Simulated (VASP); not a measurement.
W, 1 atom in the cell. It takes space group Im-3m (No. 229, cubic). The conventional cell has a = 3.134 Å, b = 3.134 Å, c = 3.134 Å, α = 90.00°, β = 90.00°, γ = 90.00°. Within 3.6 Å of W (site symmetry m-3m) lie 14 W at 2.71 to 3.13 Å. 

| Item | Value |
| --- | --- |
| Program | VASP 6.6.1 |
| Task | single point |
| Functional | PBEsol |
| Dispersion | D3(BJ) |
| Potentials or basis | VASP PAW PBE potentials, release 64 (W_sv) |
| Cutoff | 520 eV |
| k mesh | 12 × 12 × 12 |
| Occupations | fermi-dirac, width 0.05 eV |
| Spin | no spin polarisation |
| Dipole correction | no |
| Further INCAR settings | ALGO = Normal; EDIFF = 1e-07; NBANDS = 13 |

Potentials or basis: VASP PAW PBE potentials, release 64 (W_sv).

Command:

```bash
$ cat potpaw_PBE.64/W_sv/POTCAR > POTCAR
$ mpirun -np 1 vasp_std > vasp.out
```

Hardware: 1 thread of Intel(R) Xeon(R) Platinum 8375C CPU @ 2.90GHz (Ice Lake), with other jobs on the host.

Task: Estimate the wall time of this run.

Result: Run time: 7 s on 1 thread of Intel(R) Xeon(R) Platinum 8375C CPU @ 2.90GHz (Ice Lake), on a shared host, peak memory 0.14 GiB. Counts: scf iterations 12, k points 72.
